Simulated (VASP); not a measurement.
# BaZrO3 (Pm-3m) in VASP: single point with PBE0

Aim: the single point of BaZrO3 with PBE0.

Program: VASP 6.6.1. These are calculated values, not measurements. Logs are shortened: lines on timing, memory, paths and dates and some standing lists are left out, and cuts for length are marked.

## 1. The cell of the first run

Symmetry: Pm-3m, No. 221, cubic system. The conventional cell has a = 4.205 Å, b = 4.205 Å, c = 4.205 Å, α = 90.00°, β = 90.00°, γ = 90.00°. Ba (site symmetry m-3m) has 12 O at 2.97 Å and 8 Zr at 3.64 Å within 3.9 Å. Within 2.8 Å of Zr (site symmetry m-3m) lie 6 O at 2.10 Å. Within 2.8 Å of O (site symmetry 4/mmm) lie 2 Zr at 2.10 Å.

## 2. Single point, PBE0

The input, POSCAR:

```
BaZrO3
1.0
    4.2053520359      0.0000000000      0.0000000000
    0.0000000000      4.2053520359      0.0000000000
    0.0000000000      0.0000000000      4.2053520359
Ba Zr O
1 1 3
Direct
    0.0000000000      0.0000000000      0.0000000000
    0.5000000000      0.5000000000      0.5000000000
    0.0000000000      0.5000000000      0.5000000000
    0.5000000000      0.0000000000      0.5000000000
    0.5000000000      0.5000000000      0.0000000000
```

The input, INCAR.step1:

```
SYSTEM = BaZrO3
ALGO = Normal ; EDIFF = 1E-5
ENCUT = 520 ; GGA = PE
ISIF = 2 ; ISMEAR = 0
LASPH = .TRUE. ; LCHARG = .FALSE.
LREAL = .FALSE. ; LWAVE = .TRUE.
NBANDS = 28 ; NELM = 80
PREC = Accurate ; SIGMA = 0.01
```

The input, INCAR.step2:

```
SYSTEM = BaZrO3
AEXX = 0.25 ; ALGO = Normal
EDIFF = 1E-7 ; ENCUT = 520
GGA = PE ; ISIF = 2
ISMEAR = 0 ; ISTART = 1
LASPH = .TRUE. ; LCHARG = .FALSE.
LHFCALC = .TRUE. ; LREAL = .FALSE.
LWAVE = .FALSE. ; NBANDS = 28
NELM = 80 ; PREC = Accurate
PRECFOCK = Fast ; SIGMA = 0.01
```

The input, KPOINTS:

```
k-points
0
G
  4 4 4
  0 0 0
```

Potentials or basis: VASP PAW PBE potentials, release 64 (Ba_sv, Zr_sv, O).

The run is started by

```
$ cat potpaw_PBE.64/Ba_sv/POTCAR potpaw_PBE.64/Zr_sv/POTCAR potpaw_PBE.64/O/POTCAR > POTCAR
$ cp INCAR.step1 INCAR
$ mpirun -np 1 vasp_std > vasp.out
$ cp INCAR.step2 INCAR
$ mpirun -np 1 vasp_std > vasp.out
```

OUTCAR:

```text
SYSTEM = BaZrO3
   AEXX = 0.25
   EDIFF = 1E-7
   ENCUT = 520
   GGA = PE
   ISIF = 2
   ISMEAR = 0
   ISTART = 1
   LASPH = .TRUE.
   LHFCALC = .TRUE.
   LREAL = .FALSE.
   NELM = 80
   PREC = Accurate
   PRECFOCK = Fast

 ion  position               nearest neighbor table
   1  0.000  0.000  0.000-   3 2.97   4 2.97   5 2.97   3 2.97   4 2.97   3 2.97   5 2.97   3 2.97
                             4 2.97   5 2.97   4 2.97   5 2.97   2 3.64   2 3.64   2 3.64   2 3.64
   2  0.500  0.500  0.500-   3 2.10   4 2.10   5 2.10   5 2.10   4 2.10   3 2.10   1 3.64   1 3.64
                             1 3.64   1 3.64   1 3.64   1 3.64   1 3.64   1 3.64
   3  0.000  0.500  0.500-   2 2.10   2 2.10   1 2.97   1 2.97   1 2.97   1 2.97
   4  0.500  0.000  0.500-   2 2.10   2 2.10   1 2.97   1 2.97   1 2.97   1 2.97
   5  0.500  0.500  0.000-   2 2.10   2 2.10   1 2.97   1 2.97   1 2.97   1 2.97

  LATTYP: Found a simple cubic cell.
 ALAT       =     4.2053520359

  Lattice vectors:

 A1 = (   4.2053520359,   0.0000000000,   0.0000000000)
 A2 = (   0.0000000000,   4.2053520359,   0.0000000000)
 A3 = (   0.0000000000,   0.0000000000,   4.2053520359)

Analysis of symmetry for initial positions (statically):
=====================================================================
 Subroutine PRICEL returns:
 Original cell was already a primitive cell.

 Routine SETGRP: Setting up the symmetry group for a
 simple cubic supercell.

 Subroutine GETGRP returns: Found 48 space group operations
 (whereof 48 operations were pure point group operations)
 out of a pool of 48 trial point group operations.

The static configuration has the point symmetry O_h .

Analysis of symmetry for dynamics (positions and initial velocities):
=====================================================================
 Subroutine PRICEL returns:
 Original cell was already a primitive cell.

 Routine SETGRP: Setting up the symmetry group for a
 simple cubic supercell.

 Subroutine GETGRP returns: Found 48 space group operations
 (whereof 48 operations were pure point group operations)
 out of a pool of 48 trial point group operations.

The dynamic configuration has the point symmetry O_h .

 Subroutine INISYM returns: Found 48 space group operations
 (whereof 48 operations are pure point group operations),
 and found     1 'primitive' translations

----------------------------------------------------------------------------------------

                                     Primitive cell

  volume of cell :      74.3716

  direct lattice vectors                    reciprocal lattice vectors
     4.205352036  0.000000000  0.000000000     0.237792221  0.000000000  0.000000000
     0.000000000  4.205352036  0.000000000     0.000000000  0.237792221  0.000000000
     0.000000000  0.000000000  4.205352036     0.000000000  0.000000000  0.237792221

  length of vectors
     4.205352036  4.205352036  4.205352036     0.237792221  0.237792221  0.237792221

  position of ions in fractional coordinates (direct lattice)
     0.000000000  0.000000000  0.000000000
     0.500000000  0.500000000  0.500000000
     0.000000000  0.500000000  0.500000000
     0.500000000  0.000000000  0.500000000
     0.500000000  0.500000000  0.000000000

  ion indices of the primitive-cell ions
   primitive index   ion index
                 1           1
                 2           2
                 3           3
                 4           4
                 5           5

----------------------------------------------------------------------------------------

 KPOINTS: k-points

Automatic generation of k-mesh.
 Grid dimensions read from file:
 generate k-points for:    4    4    4

 Generating k-lattice:

  Cartesian coordinates                     Fractional coordinates (reciprocal lattice)
     0.059448055  0.000000000  0.000000000     0.250000000  0.000000000  0.000000000
     0.000000000  0.059448055  0.000000000     0.000000000  0.250000000  0.000000000
     0.000000000  0.000000000  0.059448055     0.000000000  0.000000000  0.250000000

  Length of vectors
     0.059448055  0.059448055  0.059448055

  Shift w.r.t. Gamma in fractional coordinates (k-lattice)
     0.000000000  0.000000000  0.000000000

 Subroutine IBZKPT returns following result:
 ===========================================

 Found     10 irreducible k-points:

 Following reciprocal coordinates:
            Coordinates               Weight
  0.000000  0.000000  0.000000      1.000000
  0.250000  0.000000  0.000000      6.000000
  0.500000  0.000000  0.000000      3.000000
  0.250000  0.250000  0.000000     12.000000
  0.500000  0.250000  0.000000     12.000000
  0.500000  0.500000  0.000000      3.000000
  0.250000  0.250000  0.250000      8.000000
  0.500000  0.250000  0.250000     12.000000
  0.500000  0.500000  0.250000      6.000000
  0.500000  0.500000  0.500000      1.000000
   k-points           NKPTS =     10   k-points in BZ     NKDIM =     64   number of bands    NBANDS=     28
   number of dos      NEDOS =    301   number of ions     NIONS =      5
   total plane-waves  NPLWV =  32768
   dimension x,y,z NGX =    32 NGY =   32 NGZ =   32
   dimension x,y,z NGXF=    64 NGYF=   64 NGZF=   64
   ions per type =               1   1   3
   NGX,Y,Z   is equivalent  to a cutoff of  12.65, 12.65, 12.65 a.u.
   NGXF,Y,Z  is equivalent  to a cutoff of  25.30, 25.30, 25.30 a.u.
 SYSTEM =  BaZrO3
   PREC   = accura    normal or accurate (medium, high low for compatibility)
   ISTART =      1    job   : 0-new  1-cont  2-samecut
   ICHARG =      0    charge: 1-file 2-atom 10-const
   ISPIN  =      1    spin polarized calculation?
   LNONCOLLINEAR =      F non collinear calculations
   LSORBIT =      F    spin-orbit coupling
   LASPH  =      T    aspherical Exc in radial PAW
   ENCUT  =  520.0 eV  38.22 Ry    6.18 a.u.   7.82  7.82  7.82*2*pi/ulx,y,z
   NELM   =     80;   NELMIN=  2; NELMDL=  0     # of ELM steps
   EDIFF  = 0.1E-06   stopping-criterion for ELM
   LREAL  =      F    real-space projection
   EDIFFG = 0.1E-05   stopping-criterion for IOM
   NSW    =      0    number of steps for IOM
   IBRION =     -1    ionic relax: 0-MD 1-quasi-New 2-CG
   NFREE  =      0    steps in history (QN), initial steepest desc. (CG)
   ISIF   =      2    stress and relaxation
   ISYM   =      3    0-nonsym 1-usesym 2-fastsym
   POTIM  = 0.5000    time-step for ionic-motion
   TEBEG  =    0.0;   TEEND  =   0.0 temperature during run
   PSTRESS=    0.0 pullay stress
   NELECT =      40.0000    total number of electrons
   NUPDOWN=      -1.0000    fix difference up-down
   EMIN   =  10.00;   EMAX   =-10.00  energy-range for DOS
   EFERMI =   0.00;   METHOD = LEGACY
   ISMEAR =     0;   SIGMA  =   0.01  broadening in eV -4-tet -1-fermi 0-gaus
   EFERMI_NEDOS =   21; number of points for ismear=-14 and -15
   IALGO  =     38    algorithm
   IMIX   =      1    mixing-type and parameters
     AMIX     =   0.40;   BMIX     =  1.00
     AMIX_MAG =   1.60;   BMIX_MAG =  1.00
  volume/ion in A,a.u.               =      14.87       100.38
  Fermi-wavevector in a.u.,A,eV,Ry     =   1.331351  2.515888 24.116254  1.772495
  Thomas-Fermi vector in A             =   2.460368
   LORBIT       =      0    0 simple, 1 ext, 2 COOP (PROOUT), +10 PAW based schemes
   GGA     = PE    functional components
   LHFCALC =     T    Hartree Fock is set to
   PRECFOCK=fast      Normal, Fast or Accurate (Low or Medium for compatibility)
   ENCUT4O =  -1.0   cutoff for four orbital integrals eV
   NKREDX  =     1    reduce k-point grid by
   NKREDY  =     1    reduce k-point grid by
   NKREDZ  =     1    reduce k-point grid by
   AEXX    =    0.2500 exact exchange contribution
   HFSCREEN=    0.0000 screening length (either q_TF or 0.3 A-1)
   HFSCREENC=   0.0000 screening length for correlation (either q_TF or 0.3 A-1)
   ENCUTFOCK=  -1.0 apply spherical cutoff to Coloumb kernel
   IVDW    =     0    specifies the selected vdW correction
   LEPSILON=     F    determine dielectric tensor
   LRPA    =     F    only Hartree local field effects (RPA)
 non-spin polarized calculation
 Gauss-broadening in eV      SIGMA  =   0.01
  energy-cutoff  :      520.00
  volume of cell :       74.37
 maximum number of plane-waves:      2016
 NGX is ok and might be reduce to    32
  NGX = 18; NGY = 18; NGZ = 18

 number of electron      39.9999994 magnetization

 Free energy of the ion-electron system (eV)
  ---------------------------------------------------
  ext. energy  EPLUGINS =         0.00000000
  ---------------------------------------------------
  free energy    TOTEN  =       -52.57287822 eV

  energy without entropy =      -52.57287822  energy(sigma->0) =      -52.57287822

 E-fermi :   2.3547     XC(G=0):  -8.4375

 val. band max:        2.2868652441   @ k =   0.5000   0.5000   0.5000
 cond. band min:       7.6961022449   @ k =   0.0000   0.0000   0.0000
 fundamental gap:      5.4092370008
 Fermi energy:         2.3546617857

 k-point     1 :       0.0000    0.0000    0.0000
  band No.  band energies     occupation
      1     -47.7122      2.00000
      2     -24.4727      2.00000
      3     -24.4727      2.00000
      4     -24.4727      2.00000
      5     -24.4342      2.00000
      6     -15.6805      2.00000
[... 20 lines left out ...]
     27      12.0540      0.00000
     28      12.0540      0.00000

 k-point     2 :       0.2500    0.0000    0.0000
  band No.  band energies     occupation
      1     -47.7104      2.00000
      2     -24.7198      2.00000
      3     -24.4677      2.00000
      4     -24.4677      2.00000
      5     -24.3003      2.00000
      6     -15.7236      2.00000
[... 20 lines left out ...]
     27      12.0563      0.00000
     28      12.5803      0.00000

 k-point     3 :       0.5000    0.0000    0.0000
  band No.  band energies     occupation
      1     -47.7085      2.00000
      2     -24.8778      2.00000
      3     -24.4627      2.00000
      4     -24.4627      2.00000
      5     -24.2470      2.00000
      6     -15.8338      2.00000
[... 182 lines left out ...]
      3     -24.7490      2.00000
      4     -24.6024      2.00000
      5     -24.3101      2.00000
      6     -14.9614      2.00000
[... 20 lines left out ...]
     27      12.8899      0.00000
     28      14.1815      0.00000

 k-point    10 :       0.5000    0.5000    0.5000
  band No.  band energies     occupation
      1     -47.7012      2.00000
      2     -24.7427      2.00000
      3     -24.7427      2.00000
      4     -24.7427      2.00000
      5     -24.2906      2.00000
      6     -14.3598      2.00000
[... 20 lines left out ...]
     27      13.9117      0.00000
     28      13.9117      0.00000

------------------------ aborting loop because EDIFF is reached ----------------------------------------

  FORCE on cell =-STRESS in cart. coord.  units (eV):
  Direction    XX          YY          ZZ          XY          YZ          ZX
  --------------------------------------------------------------------------------------
  -------------------------------------------------------------------------------------
  Total       -0.2813063     -0.2813063     -0.2813063     -0.0000000     -0.0000000      0.0000000
  in kB       -6.0601439     -6.0601439     -6.0601439     -0.0000000     -0.0000000      0.0000000
  external PRESSURE =      -6.0601439 kB  Pullay stress =       0.0000000 kB

 VOLUME and BASIS-vectors are now :
 -----------------------------------------------------------------------------
  energy-cutoff  :      520.00
  volume of cell :       74.37
      direct lattice vectors                 reciprocal lattice vectors
     4.205352036  0.000000000  0.000000000     0.237792221  0.000000000  0.000000000
     0.000000000  4.205352036  0.000000000     0.000000000  0.237792221  0.000000000
     0.000000000  0.000000000  4.205352036     0.000000000  0.000000000  0.237792221

 POSITION                                       TOTAL-FORCE (eV/Angst)
 -----------------------------------------------------------------------------------
      0.00000      0.00000      0.00000         0.000000      0.000000      0.000000
      2.10268      2.10268      2.10268         0.000000      0.000000      0.000000
      0.00000      2.10268      2.10268         0.000000      0.000000      0.000000
      2.10268      0.00000      2.10268         0.000000      0.000000      0.000000
      2.10268      2.10268      0.00000         0.000000      0.000000      0.000000
 -----------------------------------------------------------------------------------
    total drift:                                0.000000      0.000000      0.000000

  FREE ENERGIE OF THE ION-ELECTRON SYSTEM (eV)
  ---------------------------------------------------
  free  energy   TOTEN  =       -52.5728782192 eV

  energy  without entropy=      -52.5728782192  energy(sigma->0) =      -52.57287822
```

It took 36 min on 1 thread of Intel Xeon Platinum 8259CL at 2.50GHz (Skylake/Cascade Lake), shared host; peak memory 0.2 GiB.

Results:

```
Free energy            : -52.5729 eV
Pressure               : -0.6 GPa
Band gap on the k mesh : 5.41 eV (least direct gap 5.70 eV)
```

Levels at points of the mesh, in eV from the valence-band top:
| k point | band 17 | band 18 | band 19 | band 20 | band 21 | band 22 | band 23 | band 24 |
| --- | --- | --- | --- | --- | --- | --- | --- | --- |
| (0.00, 0.00, 0.00) | -1.05 | -0.30 | -0.30 | -0.30 | 5.41 | 5.41 | 5.41 | 6.87 |
| (0.50, 0.00, 0.00) | -1.82 | -1.74 | -0.58 | -0.58 | 5.89 | 8.12 | 8.12 | 8.75 |
| (0.50, 0.50, 0.00) | -1.00 | -1.00 | -1.00 | -0.08 | 8.08 | 8.08 | 8.83 | 8.89 |
| (0.50, 0.50, 0.50) | -2.69 | 0.00 | 0.00 | 0.00 | 8.25 | 8.25 | 8.25 | 9.55 |

Caveat: the PAW data sets were made with another functional, which shifts forces and pressure a little; spin-orbit coupling is left out, which moves the levels of the heavy elements. A k mesh can miss the band edges.
